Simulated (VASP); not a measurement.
# Ba (Im-3m) in VASP: a series of runs

Runs on Ba. Level: r2SCAN. Tasks: single point, relaxation of volume and atoms at fixed shape.

Everything below comes from runs of VASP 6.6.1. Logs are shortened: lines on timing, memory, paths and dates and some standing lists are left out, and cuts for length are marked.

## (1) The cell of the first run

Symmetry: Im-3m, No. 229, cubic system. Conventional cell: a = 5.074 Å, b = 5.074 Å, c = 5.074 Å, α = 90.00°, β = 90.00°, γ = 90.00°. Within 5.8 Å of Ba (site symmetry m-3m) lie 14 Ba at 4.39 to 5.07 Å.

## (2) Single point, r2SCAN

The input, POSCAR:

```
Ba
1.0
   -2.5370107504      2.5370107504      2.5370107504
    2.5370107504     -2.5370107504      2.5370107504
    2.5370107504      2.5370107504     -2.5370107504
Ba
1
Direct
    0.0000000000      0.0000000000      0.0000000000
```

The input, INCAR.step1:

```
SYSTEM = Ba
PREC = Accurate
ENCUT = 550
ISMEAR = -1
SIGMA = 0.02
LREAL = .False.
LASPH = .True.
NELM = 120
NBANDS = 11
GGA = PE
ALGO = Normal
EDIFF = 1E-5
LWAVE = .True.
LCHARG = .False.
GGA_COMPAT = .False.
```

The input, INCAR.step2:

```
SYSTEM = Ba
PREC = Accurate
ENCUT = 550
EDIFF = 1E-6
ISMEAR = -1
SIGMA = 0.02
LREAL = .False.
LASPH = .True.
NELM = 120
ALGO = Normal
ISIF = 2
LWAVE = .False.
LCHARG = .False.
METAGGA = R2SCAN
LMIXTAU = .True.
NBANDS = 11
ISTART = 1
GGA_COMPAT = .False.
```

The input, KPOINTS:

```
Automatic mesh
0
Gamma
  6 6 6
  0 0 0
```

Potentials or basis: VASP PAW PBE potentials, release 64 (Ba_sv).

Run with:

```bash
cat potpaw_PBE.64/Ba_sv/POTCAR > POTCAR
cp INCAR.step1 INCAR
mpirun -np 1 vasp_std > vasp.out
cp INCAR.step2 INCAR
mpirun -np 1 vasp_std > vasp.out
```

OUTCAR:

```text
SYSTEM = Ba
   PREC = Accurate
   ENCUT = 550
   EDIFF = 1E-6
   ISMEAR = -1
   LREAL = .False.
   LASPH = .True.
   NELM = 120
   ISIF = 2
   METAGGA = R2SCAN
   ISTART = 1

 ion  position               nearest neighbor table
   1  0.000  0.000  0.000-

  LATTYP: Found a body centered cubic cell.
 ALAT       =     5.0740215008

  Lattice vectors:

 A1 = (  -2.5370107504,   2.5370107504,   2.5370107504)
 A2 = (   2.5370107504,  -2.5370107504,   2.5370107504)
 A3 = (   2.5370107504,   2.5370107504,  -2.5370107504)

Analysis of symmetry for initial positions (statically):
=====================================================================
 Subroutine PRICEL returns:
 Original cell was already a primitive cell.

 Routine SETGRP: Setting up the symmetry group for a
 body centered cubic supercell.

 Subroutine GETGRP returns: Found 48 space group operations
 (whereof 48 operations were pure point group operations)
 out of a pool of 48 trial point group operations.

The static configuration has the point symmetry O_h .

Analysis of symmetry for dynamics (positions and initial velocities):
=====================================================================
 Subroutine PRICEL returns:
 Original cell was already a primitive cell.

 Routine SETGRP: Setting up the symmetry group for a
 body centered cubic supercell.

 Subroutine GETGRP returns: Found 48 space group operations
 (whereof 48 operations were pure point group operations)
 out of a pool of 48 trial point group operations.

The dynamic configuration has the point symmetry O_h .

 Subroutine INISYM returns: Found 48 space group operations
 (whereof 48 operations are pure point group operations),
 and found     1 'primitive' translations

----------------------------------------------------------------------------------------

                                     Primitive cell

  volume of cell :      65.3171

  direct lattice vectors                    reciprocal lattice vectors
    -2.537010750  2.537010750  2.537010750     0.000000000  0.197082334  0.197082334
     2.537010750 -2.537010750  2.537010750     0.197082334  0.000000000  0.197082334
     2.537010750  2.537010750 -2.537010750     0.197082334  0.197082334  0.000000000

  length of vectors
     4.394231519  4.394231519  4.394231519     0.278716510  0.278716510  0.278716510

  position of ions in fractional coordinates (direct lattice)
     0.000000000  0.000000000  0.000000000

  ion indices of the primitive-cell ions
   primitive index   ion index
                 1           1

----------------------------------------------------------------------------------------

 KPOINTS: Automatic mesh

Automatic generation of k-mesh.
 Grid dimensions read from file:
 generate k-points for:    6    6    6

 Generating k-lattice:

  Cartesian coordinates                     Fractional coordinates (reciprocal lattice)
     0.000000000  0.032847056  0.032847056     0.166666667  0.000000000  0.000000000
     0.032847056  0.000000000  0.032847056     0.000000000  0.166666667  0.000000000
     0.032847056  0.032847056  0.000000000     0.000000000  0.000000000  0.166666667

  Length of vectors
     0.046452752  0.046452752  0.046452752

  Shift w.r.t. Gamma in fractional coordinates (k-lattice)
     0.000000000  0.000000000  0.000000000

 Subroutine IBZKPT returns following result:
 ===========================================

 Found     16 irreducible k-points:

 Following reciprocal coordinates:
            Coordinates               Weight
  0.000000  0.000000  0.000000      1.000000
  0.166667  0.000000  0.000000     12.000000
  0.333333  0.000000  0.000000     12.000000
  0.500000  0.000000  0.000000      6.000000
  0.166667  0.166667  0.000000     24.000000
  0.333333  0.166667 -0.000000     48.000000
[... 8 lines left out ...]
  0.500000  0.500000  0.333333     12.000000
  0.500000  0.500000  0.500000      1.000000
   k-points           NKPTS =     16   k-points in BZ     NKDIM =     16   number of bands    NBANDS=     11
   number of dos      NEDOS =    301   number of ions     NIONS =      1
   total plane-waves  NPLWV =  46656
   dimension x,y,z NGX =    36 NGY =   36 NGZ =   36
   dimension x,y,z NGXF=    72 NGYF=   72 NGZF=   72
   ions per type =               1
   NGX,Y,Z   is equivalent  to a cutoff of  13.62, 13.62, 13.62 a.u.
   NGXF,Y,Z  is equivalent  to a cutoff of  27.24, 27.24, 27.24 a.u.
 SYSTEM =  Ba
   PREC   = accura    normal or accurate (medium, high low for compatibility)
   ISTART =      1    job   : 0-new  1-cont  2-samecut
   ICHARG =      0    charge: 1-file 2-atom 10-const
   ISPIN  =      1    spin polarized calculation?
   LNONCOLLINEAR =      F non collinear calculations
   LSORBIT =      F    spin-orbit coupling
   LASPH  =      T    aspherical Exc in radial PAW
   ENCUT  =  550.0 eV  40.42 Ry    6.36 a.u.   8.40  8.40  8.40*2*pi/ulx,y,z
   NELM   =    120;   NELMIN=  2; NELMDL=  0     # of ELM steps
   EDIFF  = 0.1E-05   stopping-criterion for ELM
   LREAL  =      F    real-space projection
   EDIFFG = 0.1E-04   stopping-criterion for IOM
   NSW    =      0    number of steps for IOM
   IBRION =     -1    ionic relax: 0-MD 1-quasi-New 2-CG
   NFREE  =      0    steps in history (QN), initial steepest desc. (CG)
   ISIF   =      2    stress and relaxation
   ISYM   =      2    0-nonsym 1-usesym 2-fastsym
   POTIM  = 0.5000    time-step for ionic-motion
   TEBEG  =    0.0;   TEEND  =   0.0 temperature during run
   PSTRESS=    0.0 pullay stress
   NELECT =      10.0000    total number of electrons
   NUPDOWN=      -1.0000    fix difference up-down
   EMIN   =  10.00;   EMAX   =-10.00  energy-range for DOS
   EFERMI =   0.00;   METHOD = LEGACY
   ISMEAR =    -1;   SIGMA  =   0.02  broadening in eV -4-tet -1-fermi 0-gaus
   EFERMI_NEDOS =   21; number of points for ismear=-14 and -15
   IALGO  =     38    algorithm
   IMIX   =      4    mixing-type and parameters
     AMIX     =   0.40;   BMIX     =  1.00
     AMIX_MAG =   1.60;   BMIX_MAG =  1.00
  volume/ion in A,a.u.               =      65.32       440.78
  Fermi-wavevector in a.u.,A,eV,Ry     =   0.875788  1.655000 10.435741  0.767005
  Thomas-Fermi vector in A             =   1.995508
   LORBIT       =      0    0 simple, 1 ext, 2 COOP (PROOUT), +10 PAW based schemes
   METAGGA = R2SCAN    functional components
   LHFCALC =     F    Hartree Fock is set to
   AEXX    =    0.0000 exact exchange contribution
   IVDW    =     0    specifies the selected vdW correction
   LEPSILON=     F    determine dielectric tensor
   LRPA    =     F    only Hartree local field effects (RPA)
 non-spin polarized calculation
  energy-cutoff  :      550.00
  volume of cell :       65.32
 maximum number of plane-waves:      1961
 NGX is ok and might be reduce to    36
   NGX = 17   NGY = 17   NGZ = 17

 number of electron      10.0000000 magnetization

 Free energy of the ion-electron system (eV)
  ---------------------------------------------------
  ext. energy  EPLUGINS =         0.00000000
  ---------------------------------------------------
  free energy    TOTEN  =       -26.43282047 eV

  energy without entropy =      -26.43087676  energy(sigma->0) =      -26.43184862

 E-fermi :   1.6694     XC(G=0):  -7.7070

 val. band max:        1.6491489916   @ k =  -0.3333   0.3333   0.3333
 cond. band min:       1.6966182331   @ k =   0.3333   0.1667   0.1667
 fundamental gap:      0.0474692415
 Fermi energy:         1.6694157124

 k-point     1 :       0.0000    0.0000    0.0000
  band No.  band energies     occupation
      1     -28.3766      2.00000
      2     -12.9264      2.00000
      3     -12.9264      2.00000
      4     -12.9264      2.00000
      5      -1.2586      2.00000
      6       3.7045      0.00000
      7       3.7045      0.00000
      8       3.7045      0.00000
      9       5.0027      0.00000
     10       5.0027      0.00000
     11       8.7890      0.00000

 k-point     2 :       0.1667    0.0000    0.0000
  band No.  band energies     occupation
      1     -28.3667      2.00000
      2     -13.0378      2.00000
      3     -12.9600      2.00000
      4     -12.9275      2.00000
      5      -0.7577      2.00000
      6       3.3127      0.00000
      7       3.3217      0.00000
      8       4.2191      0.00000
      9       4.6820      0.00000
     10       4.9931      0.00000
     11       9.2377      0.00000

 k-point     3 :       0.3333    0.0000    0.0000
  band No.  band energies     occupation
      1     -28.3467      2.00000
      2     -13.2489      2.00000
      3     -13.0258      2.00000
      4     -12.9296      2.00000
      5       0.3193      2.00000
      6       2.5867      0.00000
      7       2.7303      0.00000
      8       4.9870      0.00000
      9       5.2245      0.00000
     10       5.6387      0.00000
     11       8.3776      0.00000

 k-point     4 :       0.5000    0.0000    0.0000
  band No.  band energies     occupation
      1     -28.3367      2.00000
      2     -13.3492      2.00000
      3     -13.0581      2.00000
      4     -12.9308      2.00000
      5       0.7543      2.00000
      6       2.4963      0.00000
      7       2.7063      0.00000
      8       5.0397      0.00000
      9       5.5881      0.00000
     10       6.9830      0.00000
     11       7.4026      0.00000
[... 127 lines left out ...]
 k-point    14 :      -0.3333    0.3333    0.3333
  band No.  band energies     occupation
      1     -28.3231      2.00000
      2     -13.2038      2.00000
      3     -13.1385      2.00000
      4     -13.1385      2.00000
      5       1.2238      2.00000
      6       1.6491      1.46735
      7       4.1671      0.00000
      8       4.1671      0.00000
      9       5.0204      0.00000
     10       5.5288      0.00000
     11       9.6772      0.00000

 k-point    15 :       0.5000    0.5000    0.3333
  band No.  band energies     occupation
      1     -28.3152      2.00000
      2     -13.2476      2.00000
      3     -13.1750      2.00000
      4     -13.1450      2.00000
      5       1.2875      2.00000
      6       1.3537      2.00000
      7       4.2031      0.00000
      8       4.3917      0.00000
      9       6.1902      0.00000
     10       6.6186      0.00000
     11       7.6222      0.00000

 k-point    16 :       0.5000    0.5000    0.5000
  band No.  band energies     occupation
      1     -28.3079      2.00000
      2     -13.2128      2.00000
      3     -13.2128      2.00000
      4     -13.2128      2.00000
      5       1.0340      2.00000
      6       1.0340      2.00000
      7       6.1248      0.00000
      8       6.1248      0.00000
      9       6.1248      0.00000
     10       6.5096      0.00000
     11       6.5097      0.00000

------------------------ aborting loop because EDIFF is reached ----------------------------------------

  FORCE on cell =-STRESS in cart. coord.  units (eV):
  Direction    XX          YY          ZZ          XY          YZ          ZX
  --------------------------------------------------------------------------------------
  -------------------------------------------------------------------------------------
  Total        0.0296523      0.0296523      0.0296523     -0.0000000     -0.0000000      0.0000000
  in kB        0.7273477      0.7273477      0.7273477     -0.0000000     -0.0000000      0.0000000
  external PRESSURE =       0.7273477 kB  Pullay stress =       0.0000000 kB

 VOLUME and BASIS-vectors are now :
 -----------------------------------------------------------------------------
  energy-cutoff  :      550.00
  volume of cell :       65.32
      direct lattice vectors                 reciprocal lattice vectors
    -2.537010750  2.537010750  2.537010750     0.000000000  0.197082334  0.197082334
     2.537010750 -2.537010750  2.537010750     0.197082334  0.000000000  0.197082334
     2.537010750  2.537010750 -2.537010750     0.197082334  0.197082334  0.000000000

 POSITION                                       TOTAL-FORCE (eV/Angst)
 -----------------------------------------------------------------------------------
      0.00000      0.00000      0.00000         0.000000     -0.000000      0.000000
 -----------------------------------------------------------------------------------
    total drift:                                0.000000      0.000000      0.000000

  FREE ENERGIE OF THE ION-ELECTRON SYSTEM (eV)
  ---------------------------------------------------
  free  energy   TOTEN  =       -26.4328204728 eV

  energy  without entropy=      -26.4308767633  energy(sigma->0) =      -26.43184862
```

Run time: 37 s. Hardware: 1 thread of AMD EPYC 9R45 (Zen 5), shared host; peak memory 0.17 GiB.

Results:

* Free energy: -26.4328 eV
* Pressure: 0.1 GPa
* Band gap on the k mesh: zero (bands 5 and 6 overlap by 0.82 eV)

Levels at points of the mesh, in eV from the Fermi level:
| k point | band 1 | band 2 | band 3 | band 4 | band 5 | band 6 | band 7 | band 8 | band 9 | band 10 |
| --- | --- | --- | --- | --- | --- | --- | --- | --- | --- | --- |
| (0.00, 0.00, 0.00) | -30.05 | -14.60 | -14.60 | -14.60 | -2.93 | 2.04 | 2.04 | 2.04 | 3.33 | 3.33 |
| (0.50, 0.00, 0.00) | -30.01 | -15.02 | -14.73 | -14.60 | -0.92 | 0.83 | 1.04 | 3.37 | 3.92 | 5.31 |
| (0.50, 0.50, 0.50) | -29.98 | -14.88 | -14.88 | -14.88 | -0.64 | -0.64 | 4.46 | 4.46 | 4.46 | 4.84 |

Caveat: the PAW data sets were made with another functional, which shifts forces and pressure a little; spin-orbit coupling is left out, which moves the levels of the heavy elements.

## (3) Relaxation of volume and atoms at fixed shape, r2SCAN

This run uses another cell than the first one, of 62.99 Å³/atom.

The input, POSCAR:

```
Ba
1.0
   -2.5065000000      2.5065000000      2.5065000000
    2.5065000000     -2.5065000000      2.5065000000
    2.5065000000      2.5065000000     -2.5065000000
Ba
1
Direct
    0.0000000000      0.0000000000      0.0000000000
```

The input, INCAR.step1:

```
SYSTEM = Ba
  PREC = Accurate
  ENCUT = 550
  ISMEAR = -1
  SIGMA = 0.02
  LREAL = .FALSE.
  LASPH = .TRUE.
  NELM = 120
  GGA = PE
  ALGO = Normal
  EDIFF = 1E-5
  LWAVE = .TRUE.
  LCHARG = .FALSE.
  GGA_COMPAT = .FALSE.
  IBRION = 2
  ISIF = 3
  EDIFFG = -0.005
  NELMIN = 4
  NSW = 100
```

The input, INCAR.step2:

```
SYSTEM = Ba
  PREC = Accurate
  ENCUT = 550
  EDIFF = 1E-7
  ISMEAR = -1
  SIGMA = 0.02
  LREAL = .FALSE.
  LASPH = .TRUE.
  NELM = 120
  ALGO = Normal
  ISIF = 8
  LWAVE = .FALSE.
  LCHARG = .FALSE.
  METAGGA = R2SCAN
  LMIXTAU = .TRUE.
  IBRION = 2
  NSW = 80
  EDIFFG = -0.01
  ISTART = 1
  GGA_COMPAT = .FALSE.
  NELMIN = 4
```

The input, KPOINTS:

```
regular mesh
0
G
  6 6 6
  0 0 0
```

Potentials or basis: VASP PAW PBE potentials, release 64 (Ba_sv).

Run with:

```bash
cat potpaw_PBE.64/Ba_sv/POTCAR > POTCAR
cp INCAR.step1 INCAR
mpirun -np 1 vasp_std > vasp.out
cp INCAR.step2 INCAR
mpirun -np 1 vasp_std > vasp.out
```

It took 2.7 min on 1 thread of AMD EPYC 9R45 (Zen 5), shared host; peak memory 0.19 GiB.

The run converged. Its results:

```
Free energy                           : -26.4330 eV
Relaxed volume                        : 66.15 Å³/atom
Relaxed cell                          : a = 4.413 Å, b = 4.413 Å, c = 4.413 Å, α = 109.47°, β = 109.47°, γ = 109.47°
Space group after relaxing (to 0.1 Å) : Im-3m (No. 229)
Energy gained by relaxing             : 3.6 meV/atom
Ionic steps                           : 3
Pressure after relaxing               : 0.0 GPa
Band gap on the k mesh                : zero (bands 5 and 6 overlap by 0.80 eV)
```

The path:
```csv
step,energy change (eV),largest force (eV/Å),pressure (GPa),volume (Å³)
1,0.0000,0.0000,0.41,62.99
2,-0.0027,0.0000,0.19,64.47
3,-0.0036,0.0000,-0.02,66.15
```

Final structure:
```yaml
crystal:
  lattice:
    - [-2.54778, 2.54778, 2.54778]
    - [2.54778, -2.54778, 2.54778]
    - [2.54778, 2.54778, -2.54778]
  atoms:
    - { symbol: Ba, position: [0.00000, 0.00000, 0.00000] }
```

Levels at points of the mesh, in eV from the Fermi level:
```csv
k point,band 3,band 4,band 5,band 6,band 7,band 8
"(0.00, 0.00, 0.00)",-14.63,-14.63,-2.92,2.02,2.02,2.02
"(0.50, 0.00, 0.00)",-14.75,-14.63,-0.91,0.82,1.00,3.33
"(0.50, 0.50, 0.50)",-14.90,-14.90,-0.62,-0.62,4.39,4.39
```

Caveat: the PAW data sets were made with another functional, which shifts forces and pressure a little; spin-orbit coupling is left out, which moves the levels of the heavy elements.
